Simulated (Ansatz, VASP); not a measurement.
## SnO2: VASP beside Ansatz

```
Sn O
1.0
     0.00000    2.59120    2.59120
     2.59120    0.00000    2.59120
     2.59120    2.59120    0.00000
Sn O
1 2
Cartesian
  0.0000 0.0000 0.0000
  3.8868 3.8868 3.8868
  1.2956 1.2956 1.2956
```

Change from the starting cell: volume scaled by 1.02.

Alike in both runs: task single point; functional LDA; k mesh 9 × 9 × 9; occupations fermi-dirac, width 0.05 eV; no spin polarisation.

|  | VASP | Ansatz |
| --- | --- | --- |
| version | VASP 6.6.1 | Ansatz 0.2.0 |
| potentials or method | VASP PAW LDA potentials, release 64 (Sn_d, O), cutoff 520 eV | all-electron LAPW, scalar-relativistic |

VASP gave:

```
gap on the k mesh at the Fermi level (eV) : none
pressure (GPa)                            : -14.7
```

Task: Which values does Ansatz return?

Result: gap on the k mesh at the Fermi level (eV): none; pressure (GPa): -15.3.

LDA's correlation is that of Perdew and Zunger in VASP and of Perdew and Wang (1992) in Ansatz. A gap of «none» marks a metal or a gap that the smearing closes. Ansatz ran all-electron here, and VASP with PAW potentials.
